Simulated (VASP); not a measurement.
Write the native input for VASP 6.6.1 that does the following.

- Task: relaxation of cell and atoms
- Functional: PBEsol
- Potentials or basis: VASP PAW PBE potentials, release 64 (Cu)
- Cutoff: 600 eV
- k mesh: 13 × 13 × 13
- Occupations: fermi-dirac, width 0.1 eV
- Spin: no spin polarisation
- Target pressure: 20 GPa
- Dipole correction: no
- Further INCAR settings: ALGO = Normal; EDIFF = 1e-06; IBRION = 2; EDIFFG = -0.01; NSW = 80; ISIF = 3

The structure of Cu lies in POSCAR:

```
Cu
1.0
   -1.4427930000      1.4427930000      1.3760810000
    1.4427930000     -1.4427930000      1.3760810000
    1.4427930000      1.4427930000     -1.3760810000
Cu
1
Direct
    0.0000000000      0.0000000000      0.0000000000
```

These files were run (other wordings do the same):

INCAR

```
SYSTEM = Cu
ALGO = Normal
EDIFF = 1E-6
EDIFFG = -0.01
ENCUT = 600
GGA = PS
IBRION = 2
ISIF = 3
ISMEAR = -1
LASPH = .TRUE.
LCHARG = .FALSE.
LREAL = .FALSE.
LWAVE = .FALSE.
NELM = 100
NSW = 80
PREC = Accurate
PSTRESS = 200.0
SIGMA = 0.1
```

KPOINTS

```
k-points
0
G
  13 13 13
  0 0 0
```

Potentials or basis: VASP PAW PBE potentials, release 64 (Cu).

Run with:

```console
$ cat potpaw_PBE.64/Cu/POTCAR > POTCAR
$ mpirun -np 1 vasp_std > vasp.out
```

It gave:

```
Relaxed volume                                             : 10.36 Å³/atom
Relaxed cell                                               : a = 2.378 Å, b = 2.378 Å, c = 2.378 Å, α = 109.34°, β = 109.34°, γ = 109.74°
Space group after relaxing (to 0.1 Å)                      : Im-3m (No. 229)
Energy change on relaxing (the run minimises the enthalpy) : +59.7 meV/atom
Ionic steps                                                : 14
Pressure after relaxing                                    : 20.0 GPa
Band gap on the k mesh                                     : zero (an odd number of electrons rules out a gap without spin polarisation)
```

Caveat: the cell is relaxed towards a set pressure, so the run minimises the enthalpy, not the energy; the PAW data sets were made with another functional, which shifts forces and pressure a little.

Run time: 3.6 min on 1 thread of Intel Xeon 8259CL (shared host), peak memory 0.16 GiB.
